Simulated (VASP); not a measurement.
# MgS (F-43m) in VASP: notebook

MgS is run at these levels: r2SCAN; tasks: single point, relaxation of cell and atoms.

Everything below comes from runs of VASP 6.6.1. Logs are shortened: lines on timing, memory, paths and dates and some standing lists are left out, and cuts for length are marked.

## (1) The cell of the first run

It takes space group F-43m (No. 216, cubic). Conventional cell: a = 5.663 Å, b = 5.663 Å, c = 5.663 Å, α = 90.00°, β = 90.00°, γ = 90.00°. Within 3.2 Å of Mg (site symmetry -43m) lie 4 S at 2.45 Å. S (site symmetry -43m) has 4 Mg at 2.45 Å within 3.2 Å.

## (2) Single point, r2SCAN

Input file POSCAR:

```
MgS
1.0
    0.0000000000      2.8316124660      2.8316124660
    2.8316124660      0.0000000000      2.8316124660
    2.8316124660      2.8316124660      0.0000000000
Mg S
1 1
Direct
    0.0000000000      0.0000000000      0.0000000000
    0.2500000000      0.2500000000      0.2500000000
```

Input file INCAR.step1:

```
SYSTEM = MgS
PREC = Accurate ; ENCUT = 660
ISMEAR = 0 ; SIGMA = 0.01
LREAL = .False. ; LASPH = .True.
NELM = 120 ; NBANDS = 11
GGA = PE ; ALGO = Normal
EDIFF = 1E-5 ; LWAVE = .True.
LCHARG = .False. ; GGA_COMPAT = .False.
```

Input file INCAR.step2:

```
SYSTEM = MgS
PREC = Accurate ; ENCUT = 660
EDIFF = 1E-6 ; ISMEAR = 0
SIGMA = 0.01 ; LREAL = .False.
LASPH = .True. ; NELM = 120
ALGO = Normal ; ISIF = 2
LWAVE = .False. ; LCHARG = .True.
METAGGA = R2SCAN ; LMIXTAU = .True.
LELF = .True. ; LVHAR = .True.
NBANDS = 11 ; ISTART = 1
GGA_COMPAT = .False.
```

Input file KPOINTS:

```
Automatic mesh
0
Gamma
  7 7 7
  0 0 0
```

Potentials or basis: VASP PAW PBE potentials, release 64 (Mg, S).

Launch:

```bash
$ cat potpaw_PBE.64/Mg/POTCAR potpaw_PBE.64/S/POTCAR > POTCAR
$ cp INCAR.step1 INCAR
$ mpirun -np 1 vasp_std > vasp.out
$ cp INCAR.step2 INCAR
$ mpirun -np 1 vasp_std > vasp.out
```

OUTCAR:

```text
SYSTEM = MgS
   PREC = Accurate
   ENCUT = 660
   EDIFF = 1E-6
   ISMEAR = 0
   LREAL = .False.
   LASPH = .True.
   NELM = 120
   ISIF = 2
   METAGGA = R2SCAN
   ISTART = 1

 ion  position               nearest neighbor table
   1  0.000  0.000  0.000-   2 2.45   2 2.45   2 2.45   2 2.45
   2  0.250  0.250  0.250-   1 2.45   1 2.45   1 2.45   1 2.45

  LATTYP: Found a face centered cubic cell.
 ALAT       =     5.6632249320

  Lattice vectors:

 A1 = (   0.0000000000,   2.8316124660,   2.8316124660)
 A2 = (   2.8316124660,   0.0000000000,   2.8316124660)
 A3 = (   2.8316124660,   2.8316124660,   0.0000000000)

Analysis of symmetry for initial positions (statically):
=====================================================================
 Subroutine PRICEL returns:
 Original cell was already a primitive cell.

 Routine SETGRP: Setting up the symmetry group for a
 face centered cubic supercell.

 Subroutine GETGRP returns: Found 24 space group operations
 (whereof 24 operations were pure point group operations)
 out of a pool of 48 trial point group operations.

The static configuration has the point symmetry T_d .

Analysis of symmetry for dynamics (positions and initial velocities):
=====================================================================
 Subroutine PRICEL returns:
 Original cell was already a primitive cell.

 Routine SETGRP: Setting up the symmetry group for a
 face centered cubic supercell.

 Subroutine GETGRP returns: Found 24 space group operations
 (whereof 24 operations were pure point group operations)
 out of a pool of 48 trial point group operations.

The dynamic configuration has the point symmetry T_d .

 Subroutine INISYM returns: Found 24 space group operations
 (whereof 24 operations are pure point group operations),
 and found     1 'primitive' translations

----------------------------------------------------------------------------------------

                                     Primitive cell

  volume of cell :      45.4079

  direct lattice vectors                    reciprocal lattice vectors
     0.000000000  2.831612466  2.831612466    -0.176577835  0.176577835  0.176577835
     2.831612466  0.000000000  2.831612466     0.176577835 -0.176577835  0.176577835
     2.831612466  2.831612466  0.000000000     0.176577835  0.176577835 -0.176577835

  length of vectors
     4.004504753  4.004504753  4.004504753     0.305841782  0.305841782  0.305841782

  position of ions in fractional coordinates (direct lattice)
     0.000000000  0.000000000  0.000000000
     0.250000000  0.250000000  0.250000000

  ion indices of the primitive-cell ions
   primitive index   ion index
                 1           1
                 2           2

----------------------------------------------------------------------------------------

 KPOINTS: Automatic mesh

Automatic generation of k-mesh.
 Grid dimensions read from file:
 generate k-points for:    7    7    7

 Generating k-lattice:

  Cartesian coordinates                     Fractional coordinates (reciprocal lattice)
    -0.025225405  0.025225405  0.025225405     0.142857143  0.000000000  0.000000000
     0.025225405 -0.025225405  0.025225405     0.000000000  0.142857143  0.000000000
     0.025225405  0.025225405 -0.025225405     0.000000000  0.000000000  0.142857143

  Length of vectors
     0.043691683  0.043691683  0.043691683

  Shift w.r.t. Gamma in fractional coordinates (k-lattice)
     0.000000000  0.000000000  0.000000000

 Subroutine IBZKPT returns following result:
 ===========================================

 Found     20 irreducible k-points:

 Following reciprocal coordinates:
            Coordinates               Weight
  0.000000  0.000000  0.000000      1.000000
  0.142857  0.000000  0.000000      8.000000
  0.285714  0.000000  0.000000      8.000000
  0.428571  0.000000  0.000000      8.000000
  0.142857  0.142857  0.000000      6.000000
  0.285714  0.142857  0.000000     24.000000
[... 12 lines left out ...]
 -0.428571  0.428571  0.142857     24.000000
 -0.285714  0.428571  0.142857     24.000000
   k-points           NKPTS =     20   k-points in BZ     NKDIM =     20   number of bands    NBANDS=     11
   number of dos      NEDOS =    301   number of ions     NIONS =      2
   total plane-waves  NPLWV =  46656
   dimension x,y,z NGX =    36 NGY =   36 NGZ =   36
   dimension x,y,z NGXF=    72 NGYF=   72 NGZF=   72
   ions per type =               1   1
   NGX,Y,Z   is equivalent  to a cutoff of  14.95, 14.95, 14.95 a.u.
   NGXF,Y,Z  is equivalent  to a cutoff of  29.89, 29.89, 29.89 a.u.
 SYSTEM =  MgS
   PREC   = accura    normal or accurate (medium, high low for compatibility)
   ISTART =      1    job   : 0-new  1-cont  2-samecut
   ICHARG =      0    charge: 1-file 2-atom 10-const
   ISPIN  =      1    spin polarized calculation?
   LNONCOLLINEAR =      F non collinear calculations
   LSORBIT =      F    spin-orbit coupling
   LASPH  =      T    aspherical Exc in radial PAW
   ENCUT  =  660.0 eV  48.51 Ry    6.96 a.u.   8.39  8.39  8.39*2*pi/ulx,y,z
   NELM   =    120;   NELMIN=  2; NELMDL=  0     # of ELM steps
   EDIFF  = 0.1E-05   stopping-criterion for ELM
   LREAL  =      F    real-space projection
   EDIFFG = 0.1E-04   stopping-criterion for IOM
   NSW    =      0    number of steps for IOM
   IBRION =     -1    ionic relax: 0-MD 1-quasi-New 2-CG
   NFREE  =      0    steps in history (QN), initial steepest desc. (CG)
   ISIF   =      2    stress and relaxation
   ISYM   =      2    0-nonsym 1-usesym 2-fastsym
   POTIM  = 0.5000    time-step for ionic-motion
   TEBEG  =    0.0;   TEEND  =   0.0 temperature during run
   PSTRESS=    0.0 pullay stress
   NELECT =       8.0000    total number of electrons
   NUPDOWN=      -1.0000    fix difference up-down
   EMIN   =  10.00;   EMAX   =-10.00  energy-range for DOS
   EFERMI =   0.00;   METHOD = LEGACY
   ISMEAR =     0;   SIGMA  =   0.01  broadening in eV -4-tet -1-fermi 0-gaus
   EFERMI_NEDOS =   21; number of points for ismear=-14 and -15
   IALGO  =     38    algorithm
   IMIX   =      4    mixing-type and parameters
     AMIX     =   0.40;   BMIX     =  1.00
     AMIX_MAG =   1.60;   BMIX_MAG =  1.00
  volume/ion in A,a.u.               =      22.70       153.21
  Fermi-wavevector in a.u.,A,eV,Ry     =   0.917757  1.734309 11.459885  0.842278
  Thomas-Fermi vector in A             =   2.042762
   LORBIT       =      0    0 simple, 1 ext, 2 COOP (PROOUT), +10 PAW based schemes
   METAGGA = R2SCAN    functional components
   LHFCALC =     F    Hartree Fock is set to
   AEXX    =    0.0000 exact exchange contribution
   IVDW    =     0    specifies the selected vdW correction
   LEPSILON=     F    determine dielectric tensor
   LRPA    =     F    only Hartree local field effects (RPA)
 non-spin polarized calculation
 Gauss-broadening in eV      SIGMA  =   0.01
  energy-cutoff  :      660.00
  volume of cell :       45.41
 maximum number of plane-waves:      1807
 NGX is ok and might be reduce to    36
   NGX = 17   NGY = 17   NGZ = 17

 number of electron       8.0000000 magnetization

 Free energy of the ion-electron system (eV)
  ---------------------------------------------------
  ext. energy  EPLUGINS =         0.00000000
  ---------------------------------------------------
  free energy    TOTEN  =       -15.45127358 eV

  energy without entropy =      -15.45127358  energy(sigma->0) =      -15.45127358

 E-fermi :   0.8528     XC(G=0):  -8.7729

 val. band max:        0.7638748990   @ k =   0.0000   0.0000   0.0000
 cond. band min:       4.8892817273   @ k =   0.0000   0.0000   0.0000
 fundamental gap:      4.1254068283
 Fermi energy:         0.8527731223

 k-point     1 :       0.0000    0.0000    0.0000
  band No.  band energies     occupation
      1     -10.9724      2.00000
      2       0.7639      2.00000
      3       0.7639      2.00000
      4       0.7639      2.00000
      5       4.8893      0.00000
      6       9.3558      0.00000
      7       9.3558      0.00000
      8       9.3558      0.00000
      9      12.2177      0.00000
     10      12.2177      0.00000
     11      15.4603      0.00000

 k-point     2 :       0.1429    0.0000    0.0000
  band No.  band energies     occupation
      1     -10.8568      2.00000
      2      -0.0547      2.00000
      3       0.6954      2.00000
      4       0.6954      2.00000
      5       5.6792      0.00000
      6       9.1462      0.00000
      7       9.5764      0.00000
      8       9.5764      0.00000
      9      11.6863      0.00000
     10      11.6863      0.00000
     11      14.5254      0.00000

 k-point     3 :       0.2857    0.0000    0.0000
  band No.  band energies     occupation
      1     -10.5739      2.00000
      2      -1.3866      2.00000
      3       0.5527      2.00000
      4       0.5527      2.00000
      5       6.5119      0.00000
      6       9.3719      0.00000
      7       9.4445      0.00000
      8       9.4445      0.00000
      9      12.1371      0.00000
     10      12.1371      0.00000
     11      13.6835      0.00000

 k-point     4 :       0.4286    0.0000    0.0000
  band No.  band energies     occupation
      1     -10.3176      2.00000
      2      -2.2611      2.00000
      3       0.4478      2.00000
      4       0.4478      2.00000
      5       6.5659      0.00000
      6       9.0362      0.00000
      7       9.0362      0.00000
      8       9.9556      0.00000
      9      13.9638      0.00000
     10      13.9638      0.00000
     11      14.2204      0.00000
[... 183 lines left out ...]
 k-point    18 :      -0.4286    0.2857    0.1429
  band No.  band energies     occupation
      1     -10.1683      2.00000
      2      -1.8617      2.00000
      3      -0.6626      2.00000
      4       0.0505      2.00000
      5       7.1841      0.00000
      6       8.2207      0.00000
      7       9.6525      0.00000
      8      10.7025      0.00000
      9      12.7839      0.00000
     10      14.4914      0.00000
     11      15.9965      0.00000

 k-point    19 :      -0.4286    0.4286    0.1429
  band No.  band energies     occupation
      1     -10.0888      2.00000
      2      -1.7937      2.00000
      3      -0.6472      2.00000
      4      -0.3504      2.00000
      5       6.0974      0.00000
      6       8.0159      0.00000
      7      10.3937      0.00000
      8      11.9965      0.00000
      9      13.4991      0.00000
     10      15.0866      0.00000
     11      16.2728      0.00000

 k-point    20 :      -0.2857    0.4286    0.1429
  band No.  band energies     occupation
      1     -10.0626      2.00000
      2      -1.5650      2.00000
      3      -1.1760      2.00000
      4      -0.3004      2.00000
      5       6.6659      0.00000
      6       8.8448      0.00000
      7      10.1052      0.00000
      8      10.4964      0.00000
      9      13.5734      0.00000
     10      14.2091      0.00000
     11      16.6222      0.00000

------------------------ aborting loop because EDIFF is reached ----------------------------------------

  FORCE on cell =-STRESS in cart. coord.  units (eV):
  Direction    XX          YY          ZZ          XY          YZ          ZX
  --------------------------------------------------------------------------------------
  -------------------------------------------------------------------------------------
  Total       -0.0839703     -0.0839703     -0.0839703      0.0000000      0.0000000      0.0000000
  in kB       -2.9628159     -2.9628159     -2.9628159      0.0000000      0.0000000      0.0000000
  external PRESSURE =      -2.9628159 kB  Pullay stress =       0.0000000 kB

 VOLUME and BASIS-vectors are now :
 -----------------------------------------------------------------------------
  energy-cutoff  :      660.00
  volume of cell :       45.41
      direct lattice vectors                 reciprocal lattice vectors
     0.000000000  2.831612466  2.831612466    -0.176577835  0.176577835  0.176577835
     2.831612466  0.000000000  2.831612466     0.176577835 -0.176577835  0.176577835
     2.831612466  2.831612466  0.000000000     0.176577835  0.176577835 -0.176577835

 POSITION                                       TOTAL-FORCE (eV/Angst)
 -----------------------------------------------------------------------------------
      0.00000      0.00000      0.00000         0.000000      0.000000      0.000000
      1.41581      1.41581      1.41581        -0.000000     -0.000000     -0.000000
 -----------------------------------------------------------------------------------
    total drift:                               -0.000000     -0.000000      0.000000

  FREE ENERGIE OF THE ION-ELECTRON SYSTEM (eV)
  ---------------------------------------------------
  free  energy   TOTEN  =       -15.4512735826 eV

  energy  without entropy=      -15.4512735826  energy(sigma->0) =      -15.45127358
```

Wall time 83 s (1 thread of Intel Xeon Platinum 8259CL at 2.50GHz (Skylake/Cascade Lake), shared host); peak memory 0.21 GiB.

What came out:

| Quantity | Value |
| --- | --- |
| Free energy | -15.4513 eV |
| Pressure | -0.3 GPa |
| Band gap on the k mesh | 4.13 eV |

Caveat: the PAW data sets were made with another functional, which shifts forces and pressure a little; an odd mesh through Γ misses points on the zone boundary, where band edges can lie.

## (3) Relaxation of cell and atoms, r2SCAN

Input file POSCAR:

```
MgS
1.0
    0.0000000000      2.8331200000      2.8331200000
    2.8331200000      0.0000000000      2.8331200000
    2.8331200000      2.8331200000      0.0000000000
Mg S
1 1
Direct
    0.0000000000      0.0000000000      0.0000000000
    0.2500000000      0.2500000000      0.2500000000
```

Input file INCAR.step1:

```
PREC = Accurate ; ENCUT = 660
ISMEAR = 0 ; SIGMA = 0.01
LREAL = False ; LASPH = True
NELM = 120 ; GGA = PE
ALGO = Normal ; EDIFF = 1E-5
LWAVE = True ; LCHARG = False
GGA_COMPAT = False ; IBRION = 2
ISIF = 3 ; EDIFFG = -0.005
NELMIN = 4 ; NSW = 100
```

Input file INCAR.step2:

```
PREC = Accurate ; ENCUT = 660
EDIFF = 1E-7 ; ISMEAR = 0
SIGMA = 0.01 ; LREAL = False
LASPH = True ; NELM = 120
ALGO = Normal ; ISIF = 3
LWAVE = False ; LCHARG = False
METAGGA = R2SCAN ; LMIXTAU = True
IBRION = 2 ; NSW = 50
EDIFFG = -0.03 ; ISTART = 1
GGA_COMPAT = False ; NELMIN = 4
```

Input file KPOINTS:

```
regular mesh
0
Gamma
  7 7 7
```

Potentials or basis: VASP PAW PBE potentials, release 64 (Mg, S).

Launch:

```bash
$ cat potpaw_PBE.64/Mg/POTCAR potpaw_PBE.64/S/POTCAR > POTCAR
$ cp INCAR.step1 INCAR
$ mpirun -np 1 vasp_std > vasp.out
$ cp INCAR.step2 INCAR
$ mpirun -np 1 vasp_std > vasp.out
```

It took 2.4 min on 1 thread of Intel Xeon Platinum 8259CL at 2.50GHz (Skylake/Cascade Lake), shared host; peak memory 0.22 GiB.

Results (log left out):

- Free energy: -15.4515 eV
- Relaxed volume: 22.56 Å³/atom
- Relaxed cell: a = 3.996 Å, b = 3.996 Å, c = 3.996 Å, α = 60.00°, β = 60.00°, γ = 60.00°
- Space group after relaxing (to 0.1 Å): F-43m (No. 216)
- Energy gained by relaxing: 0.2 meV/atom
- Ionic steps: 2
- Pressure after relaxing: 0.1 GPa
- Band gap on the k mesh: 4.16 eV

The path:
```tsv
step	energy change (eV)	largest force (eV/Å)	pressure (GPa)	volume (Å³)
1	0.0000	0.0000	-0.39	45.48
2	-0.0004	0.0000	0.09	45.11
```

Final structure:
```xyz
2
Lattice="0.0000 2.8255 2.8255 2.8255 0.0000 2.8255 2.8255 2.8255 0.0000" Properties=species:S:1:pos:R:3 pbc="T T T"
Mg    0.0000    0.0000    0.0000
S     1.4127    1.4127    1.4127
```

Levels at points of the mesh, in eV from the valence-band top:
```
           k point  band 2  band 3  band 4  band 5  band 6  band 7
(0.00, 0.00, 0.00)    0.00    0.00    0.00    4.16    8.61    8.61
```

Caveat: the PAW data sets were made with another functional, which shifts forces and pressure a little; an odd mesh through Γ misses points on the zone boundary, where band edges can lie.

## (4) Relaxation of cell and atoms, r2SCAN, target pressure 10 GPa, at which the enthalpy is minimised

POSCAR is that of step 3.

Input file INCAR.step1:

```
PREC     = Accurate       # precision mode
ENCUT    = 660            # plane-wave cutoff, eV
ISMEAR   = 0              # smearing method
SIGMA    = 0.01           # smearing width, eV
LREAL    = False          # projectors in reciprocal space
LASPH    = True           # aspherical terms in the spheres
NELM     = 120            # most SCF steps
GGA      = PE             # functional
ALGO     = Normal         # electronic algorithm
EDIFF    = 1E-5           # SCF threshold, eV
LWAVE    = True           # write WAVECAR
LCHARG   = False          # write CHGCAR
GGA_COMPAT= False        
IBRION   = 2              # ionic algorithm
ISIF     = 3              # what is computed and relaxed
EDIFFG   = -0.005         # ionic threshold
NELMIN   = 4            
NSW      = 100            # ionic steps
```

Input file INCAR.step2:

```
PREC     = Accurate       # precision mode
ENCUT    = 660            # plane-wave cutoff, eV
EDIFF    = 1E-7           # SCF threshold, eV
ISMEAR   = 0              # smearing method
SIGMA    = 0.01           # smearing width, eV
LREAL    = False          # projectors in reciprocal space
LASPH    = True           # aspherical terms in the spheres
NELM     = 120            # most SCF steps
ALGO     = Normal         # electronic algorithm
ISIF     = 3              # what is computed and relaxed
LWAVE    = False          # write WAVECAR
LCHARG   = False          # write CHGCAR
METAGGA  = R2SCAN         # meta-GGA
LMIXTAU  = True         
IBRION   = 2              # ionic algorithm
NSW      = 50             # ionic steps
EDIFFG   = -0.03          # ionic threshold
PSTRESS  = 100.0        
ISTART   = 1            
GGA_COMPAT= False        
NELMIN   = 4
```

KPOINTS is that of step 3.

Launch:

```bash
$ cat potpaw_PBE.64/Mg/POTCAR potpaw_PBE.64/S/POTCAR > POTCAR
$ cp INCAR.step1 INCAR
$ mpirun -np 1 vasp_std > vasp.out
$ cp INCAR.step2 INCAR
$ mpirun -np 1 vasp_std > vasp.out
```

Run time: 3.9 min. Hardware: 1 thread of Intel Xeon Platinum 8259CL at 2.50GHz (Skylake/Cascade Lake), shared host; peak memory 0.23 GiB.

It converged, with:

```yaml
Free_energy: -15.3029 eV
Relaxed_volume: 19.92 Å³/atom
Relaxed_cell: a = 3.833 Å, b = 3.833 Å, c = 3.833 Å, α = 60.00°, β = 60.00°, γ = 60.00°
Space_group_after_relaxing_to_0.1_Å: F-43m (No. 216)
Energy_change_on_relaxing_the_run_minimises_the_enthalpy: +74.1 meV/atom
Ionic_steps: 3
Pressure_after_relaxing: 9.9 GPa
Band_gap_on_the_k_mesh: 4.38 eV (least direct gap 4.86 eV)
```

The path:
```
step  energy change (eV)  largest force (eV/Å)  pressure (GPa)  volume (Å³)
   1              0.0000                0.0000           -0.39        45.48
   2              0.4591                0.0000           20.21        36.44
   3              0.1482                0.0000            9.91        39.83
```

Final structure:
```
Mg S
1.0
     0.00000    2.71059    2.71059
     2.71059    0.00000    2.71059
     2.71059    2.71059    0.00000
Mg S
1 1
Direct
  0.00000 0.00000 0.00000
  0.25000 0.25000 0.25000
```

Levels at points of the mesh, in eV from the valence-band top:
```csv
k point,band 1,band 2,band 3,band 4,band 5,band 6,band 7,band 8
"(0.00, 0.00, 0.00)",-12.22,0.00,0.00,0.00,4.86,8.93,8.93,8.93
```

Caveat: the cell is relaxed towards a set pressure, so the run minimises the enthalpy, not the energy; the PAW data sets were made with another functional, which shifts forces and pressure a little; an odd mesh through Γ misses points on the zone boundary, where band edges can lie.

(Continued in part 2 of 2.)
